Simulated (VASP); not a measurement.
# Ti12C13 in VASP: single point with LDA

Aim: the single point of Ti12C13 with LDA.

Everything below comes from runs of VASP 6.6.1. Logs are shortened: lines on timing, memory, paths and dates and some standing lists are left out, and cuts for length are marked.

## (1) The cell of the first run

The cell holds a slab with vacuum, 25 atoms: a = 6.026 Å, b = 6.026 Å, c = 19.733 Å, α = 90.00°, β = 90.00°, γ = 90.00°.

## (2) Single point, LDA

Contents of INCAR:

```
PREC     = Accurate       # precision mode
ENCUT    = 520            # plane-wave cutoff, eV
EDIFF    = 1E-6           # SCF threshold, eV
ISMEAR   = 0              # smearing method
SIGMA    = 0.1            # smearing width, eV
LREAL    = Auto         
LASPH    = True           # aspherical terms in the spheres
NELM     = 60             # most SCF steps
ALGO     = Normal         # electronic algorithm
ISIF     = 2              # what is computed and relaxed
LWAVE    = False          # write WAVECAR
LCHARG   = False          # write CHGCAR
LDIPOL   = True         
IDIPOL   = 3            
DIPOL    = 0.5 0.5 0.316
GGA      = CA             # functional
NBANDS   = 116            # bands
```

Contents of KPOINTS:

```
Automatic mesh
0
Gamma
  5 5 1
```

Contents of POSCAR:

```
Ti12C13
1.0
    6.0257129976      0.0000000000      0.0000000000
    0.0000000000      6.0257129976      0.0000000000
    0.0000000000      0.0000000000     19.7334901523
Ti C
12 13
Direct
    0.2500000000      0.2500000000      0.2027010919
    0.2500000000      0.7500000000      0.2027010919
    0.7500000000      0.2500000000      0.2027010919
    0.7500000000      0.7500000000      0.2027010919
    0.0000000000      0.0000000000      0.3085376904
    0.0000000000      0.5000000000      0.3085376904
    0.5000000000      0.0000000000      0.3085376904
    0.5000000000      0.5000000000      0.3085376904
    0.2500000000      0.2500000000      0.4124330541
    0.2500000000      0.7500000000      0.4124330541
    0.7500000000      0.2500000000      0.4124330541
    0.7500000000      0.7500000000      0.4124330541
    0.0000000000      0.0000000000      0.2027010919
    0.0000000000      0.5000000000      0.2027010919
    0.5000000000      0.0000000000      0.2027010919
    0.5000000000      0.5000000000      0.2027010919
    0.2500000000      0.2500000000      0.3079312182
    0.2500000000      0.7500000000      0.3079312182
    0.7500000000      0.2500000000      0.3079312182
    0.7500000000      0.7500000000      0.3079312182
    0.0000000000      0.0000000000      0.4172343609
    0.0000000000      0.5000000000      0.4172343609
    0.5000000000      0.0000000000      0.4172343609
    0.5000000000      0.5000000000      0.4172343609
    0.1875000000      0.1875000000      0.5053192448
```

Potentials or basis: VASP PAW LDA potentials, release 64 (Ti_sv, C).

On the command line:

```bash
cat potpaw_LDA.64/Ti_sv/POTCAR potpaw_LDA.64/C/POTCAR > POTCAR
mpirun -np 1 vasp_std > vasp.out
```

OUTCAR:

```text
PREC = Accurate
   ENCUT = 520
   EDIFF = 1E-6
   ISMEAR = 0
   LREAL = Auto
   LASPH = True
   NELM = 60
   ISIF = 2
   GGA = CA

 ion  position               nearest neighbor table
   1  0.250  0.250  0.203-  17 2.08  14 2.13  15 2.13  16 2.13  13 2.13
   2  0.250  0.750  0.203-  18 2.08  14 2.13  15 2.13  16 2.13  13 2.13
   3  0.750  0.250  0.203-  19 2.08  14 2.13  15 2.13  16 2.13  13 2.13
   4  0.750  0.750  0.203-  20 2.08  14 2.13  15 2.13  16 2.13  13 2.13
   5  0.000  0.000  0.309-  13 2.09  17 2.13  18 2.13  19 2.13  20 2.13  21 2.14
   6  0.000  0.500  0.309-  14 2.09  17 2.13  18 2.13  19 2.13  20 2.13  22 2.14
   7  0.500  0.000  0.309-  15 2.09  17 2.13  18 2.13  19 2.13  20 2.13  23 2.14
   8  0.500  0.500  0.309-  16 2.09  17 2.13  18 2.13  19 2.13  20 2.13  24 2.14
   9  0.250  0.250  0.412-  25 1.91  17 2.06  22 2.13  23 2.13  24 2.13  21 2.13
  10  0.250  0.750  0.412-  18 2.06  21 2.13  22 2.13  23 2.13  24 2.13
  11  0.750  0.250  0.412-  19 2.06  21 2.13  22 2.13  23 2.13  24 2.13
  12  0.750  0.750  0.412-  20 2.06  21 2.13  22 2.13  23 2.13  24 2.13
  13  0.000  0.000  0.203-   5 2.09   2 2.13   3 2.13   4 2.13   1 2.13
  14  0.000  0.500  0.203-   6 2.09   2 2.13   3 2.13   4 2.13   1 2.13
  15  0.500  0.000  0.203-   7 2.09   2 2.13   3 2.13   4 2.13   1 2.13
  16  0.500  0.500  0.203-   8 2.09   2 2.13   3 2.13   4 2.13   1 2.13
  17  0.250  0.250  0.308-   9 2.06   1 2.08   6 2.13   7 2.13   8 2.13   5 2.13
  18  0.250  0.750  0.308-  10 2.06   2 2.08   6 2.13   7 2.13   8 2.13   5 2.13
  19  0.750  0.250  0.308-  11 2.06   3 2.08   6 2.13   7 2.13   8 2.13   5 2.13
  20  0.750  0.750  0.308-  12 2.06   4 2.08   6 2.13   7 2.13   8 2.13   5 2.13
  21  0.000  0.000  0.417-   9 2.13  10 2.13  11 2.13  12 2.13   5 2.14
  22  0.000  0.500  0.417-   9 2.13  10 2.13  11 2.13  12 2.13   6 2.14
  23  0.500  0.000  0.417-   9 2.13  10 2.13  11 2.13  12 2.13   7 2.14
  24  0.500  0.500  0.417-   9 2.13  10 2.13  11 2.13  12 2.13   8 2.14
  25  0.188  0.188  0.505-   9 1.91

  LATTYP: Found a simple tetragonal cell.
 ALAT       =     6.0257129976
 C/A-ratio  =     3.2748805262

  Lattice vectors:

 A1 = (   6.0257129976,   0.0000000000,   0.0000000000)
 A2 = (   0.0000000000,   6.0257129976,   0.0000000000)
 A3 = (   0.0000000000,   0.0000000000,  19.7334901523)

Analysis of symmetry for initial positions (statically):
=====================================================================
 Subroutine PRICEL returns:
 Original cell was already a primitive cell.

 Routine SETGRP: Setting up the symmetry group for a
 simple tetragonal supercell.

 Subroutine GETGRP returns: Found  2 space group operations
 (whereof  2 operations were pure point group operations)
 out of a pool of 16 trial point group operations.

The static configuration has the point symmetry C_1h.
[... 160 lines left out ...]
   IALGO  =     38    algorithm
   IMIX   =      4    mixing-type and parameters
     AMIX     =   0.40;   BMIX     =  1.00
     AMIX_MAG =   1.60;   BMIX_MAG =  1.00
  volume/ion in A,a.u.               =      28.66       193.41
  Fermi-wavevector in a.u.,A,eV,Ry     =   1.062723  2.008255 15.366139  1.129379
  Thomas-Fermi vector in A             =   2.198183
   LORBIT       =      0    0 simple, 1 ext, 2 COOP (PROOUT), +10 PAW based schemes
   GGA     = CA    functional components
   LHFCALC =     F    Hartree Fock is set to
   AEXX    =    0.0000 exact exchange contribution
   IVDW    =     0    specifies the selected vdW correction
   LEPSILON=     F    determine dielectric tensor
   LRPA    =     F    only Hartree local field effects (RPA)
 non-spin polarized calculation
 Gauss-broadening in eV      SIGMA  =   0.10
  energy-cutoff  :      520.00
  volume of cell :      716.51
 maximum number of plane-waves:     19308
 NGX is ok and might be reduce to    48
   NGX = 23   NGY = 23   NGZ = 73

 dipolmoment           0.000000      0.000000     -0.111902 electrons x Angstroem

 number of electron     196.0000005 magnetization

 dipolmoment           0.000000      0.000000      0.275945 electrons x Angstroem

 Free energy of the ion-electron system (eV)
  ---------------------------------------------------
  ext. energy  EPLUGINS =         0.00000000
  ---------------------------------------------------
  free energy    TOTEN  =      -240.50951232 eV

  energy without entropy =     -240.46461596  energy(sigma->0) =     -240.48706414

 E-fermi :  -0.1506     XC(G=0):  -5.4162

 val. band max:       -0.1555029977   @ k =   0.2000   0.0000   0.0000
 cond. band min:      -0.1182918504   @ k =   0.4000   0.4000   0.0000
 fundamental gap:      0.0372111473
 Fermi energy:        -0.1505961165

 k-point     1 :       0.0000    0.0000    0.0000
  band No.  band energies     occupation
      1     -55.8052      2.00000
      2     -55.7885      2.00000
      3     -55.7760      2.00000
      4     -55.7518      2.00000
      5     -55.7061      2.00000
      6     -55.6932      2.00000
[... 1006 lines left out ...]
    109       2.1798      0.00000
    110       2.2601      0.00000
 [bands above 110 left out]

------------------------ aborting loop because EDIFF is reached ----------------------------------------

 vacuum level on the upper side and lower side of the slab       (xc-potential included)         0.656        -0.675

  FORCE on cell =-STRESS in cart. coord.  units (eV):
  Direction    XX          YY          ZZ          XY          YZ          ZX
  --------------------------------------------------------------------------------------
  -------------------------------------------------------------------------------------
  Total      -12.9730440    -12.9730440      2.3351978      0.0611301     -2.4064263     -2.4064281
  in kB      -29.0089283    -29.0089283      5.2217186      0.1366926     -5.3809921     -5.3809961
  external PRESSURE =     -17.5987127 kB  Pullay stress =       0.0000000 kB

 VOLUME and BASIS-vectors are now :
 -----------------------------------------------------------------------------
  energy-cutoff  :      520.00
  volume of cell :      716.51
      direct lattice vectors                 reciprocal lattice vectors
     6.025712998  0.000000000  0.000000000     0.165955465  0.000000000  0.000000000
     0.000000000  6.025712998  0.000000000     0.000000000  0.165955465  0.000000000
     0.000000000  0.000000000 19.733490152     0.000000000  0.000000000  0.050675273

 POSITION                                       TOTAL-FORCE (eV/Angst)
 -----------------------------------------------------------------------------------
      1.50643      1.50643      4.00000        -0.089388     -0.089388      0.962806
      1.50643      4.51928      4.00000        -0.036176      0.026944      0.911952
      4.51928      1.50643      4.00000         0.026944     -0.036176      0.911952
      4.51928      4.51928      4.00000         0.017366      0.017366      0.984808
      0.00000      0.00000      6.08853         0.260633      0.260633      0.020303
      0.00000      3.01286      6.08853         0.054153     -0.104887      0.032155
[... 17 lines left out ...]
      3.01286      3.01286      8.23349         0.195881      0.195881     -0.172815
      1.12982      1.12982      9.97171        -1.295815     -1.295815      0.033520
 -----------------------------------------------------------------------------------
    total drift:                               -0.000782     -0.000782      0.067995

  FREE ENERGIE OF THE ION-ELECTRON SYSTEM (eV)
  ---------------------------------------------------
  free  energy   TOTEN  =      -240.5095123190 eV

  energy  without entropy=     -240.4646159601  energy(sigma->0) =     -240.48706414

 vacuum level on the upper side and lower side of the slab         5.672         4.299
```

stdout:

```text
POSCAR found type information on POSCAR TiC
 POSCAR found :  2 types and      25 ions
 scaLAPACK will be used
 LDA part: xc-table for (Slater(with rela. corr.)+CA(PZ))
 , standard interpolation
 POSCAR, INCAR and KPOINTS ok, starting setup
 FFT: planning ... GRIDC
 FFT: planning ... GRID_SOFT
 FFT: planning ... GRID
 WAVECAR not read
 entering main loop
```

Run time: 21 min. Hardware: 1 thread of Intel Xeon 6975P-C (Granite Rapids), shared host; peak memory 0.82 GiB.

Results:

| Property | Result |
| --- | --- |
| Free energy | -240.5095 eV |
| Largest force | 1.833 eV/Å |
| Band gap on the k mesh | zero (bands 98 and 99 overlap by 0.27 eV) |

Forces in eV/Å, atoms in the order of the input:
```
Ti  -0.089 -0.089  0.963
Ti  -0.036  0.027  0.912
Ti   0.027 -0.036  0.912
Ti   0.017  0.017  0.985
Ti   0.261  0.261  0.020
Ti   0.054 -0.105  0.032
Ti  -0.105  0.054  0.032
Ti   0.022  0.022  0.031
Ti   0.834  0.834 -1.067
Ti   0.231 -0.004  0.443
Ti  -0.004  0.231  0.443
Ti  -0.161 -0.161  0.143
C    0.001  0.001 -1.107
C    0.023  0.018 -1.037
C    0.018  0.023 -1.037
C    0.027  0.027 -1.003
C   -0.110 -0.110 -0.937
C   -0.011 -0.049  0.131
C   -0.049 -0.011  0.131
C   -0.002 -0.002  0.089
C    0.005  0.005  0.988
C   -0.193  0.341  0.036
C    0.341 -0.193  0.036
C    0.196  0.196 -0.173
C   -1.296 -1.296  0.034
```

The gap in the log of VASP goes by the Fermi energy; the results here count the filled bands.